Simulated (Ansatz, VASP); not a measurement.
# WSe2: VASP beside Ansatz

```
CELL_PARAMETERS angstrom
3.28549 0.00000 0.00000
-1.64275 2.84532 0.00000
0.00000 0.00000 24.23865
ATOMIC_POSITIONS crystal
Se 0.33333 0.66667 0.18565
Se 0.33333 0.66667 0.32466
Se 0.55556 0.44444 0.44059
Se 0.55556 0.44444 0.57960
W 0.66667 0.33333 0.25516
W 0.88889 0.11111 0.51009
```

Alike in both runs: task single point; functional PBE; dispersion D3(BJ); k mesh 9 × 9 × 1; occupations gaussian, width 0.05 eV; no spin polarisation.

```csv
,VASP,Ansatz
version,VASP 6.6.1,Ansatz 0.2.0
potentials or method,"VASP PAW PBE potentials, release 64 (Se, W_sv), cutoff 520 eV","scalar-relativistic, plane waves, PAW"
valence electrons in the cell,52,92
```

|  | VASP | Ansatz | Ansatz less VASP |
| --- | --- | --- | --- |
| gap on the k mesh at the Fermi level (eV) | 1.10 | 1.10 | +0.006 |
| least direct gap on the mesh (eV) | 1.58 | 1.59 | +0.004 |
| rms of the force components (eV/Å) | 0.150 | 0.162 | +0.0124 |

VASP's potentials hold 52 valence electrons a cell and Ansatz's 92, so a difference there can come from the potentials and not from the codes.

Neither program's run includes spin-orbit coupling.
